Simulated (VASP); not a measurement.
Crystal: MgO.

```
CELL_PARAMETERS angstrom
0.00000 2.13515 2.13515
2.13515 0.00000 2.13515
2.13515 2.13515 0.00000
ATOMIC_POSITIONS crystal
Mg 0.00000 0.00000 0.00000
O 0.51171 0.51171 0.48829
```

This cell differs from its parent crystal: all O atoms moved -0.050 Å, as atom 2 towards its neighbour atom 1 (Mg) at 2.135 Å.

Base run:

| Item | Value |
| --- | --- |
| Program | VASP 6.6.1 |
| Functional | r2SCAN |
| Potentials or basis | VASP PAW PBE potentials, release 64 (Mg, O) |
| Cutoff | 520 eV |
| k mesh | 10 × 10 × 10 |
| Occupations | gaussian, width 0.05 eV |
| Spin | no spin polarisation |

Its results: band gap on the k mesh 5.20 eV, direct; pressure -8.0 GPa; largest force 0.229 eV/Å.

Q: The run is repeated on the same cell with these changes: potentials or basis from VASP PAW PBE potentials, release 64 (Mg, O) to VASP PAW PBE potentials, release 64 (Mg_sv, O); cutoff from 520 eV to 660 eV; further incar settings from ALGO = Normal; EDIFF = 1e-06; NBANDS = 11 to ALGO = Normal; EDIFF = 1e-06; NBANDS = 15; valence electrons from 8 to 16. What comes out?

A: Band gap on the k mesh 5.25 eV, direct; pressure -7.0 GPa; largest force 0.235 eV/Å.

Caveats: the PAW data sets were made with another functional, which shifts forces and pressure a little.

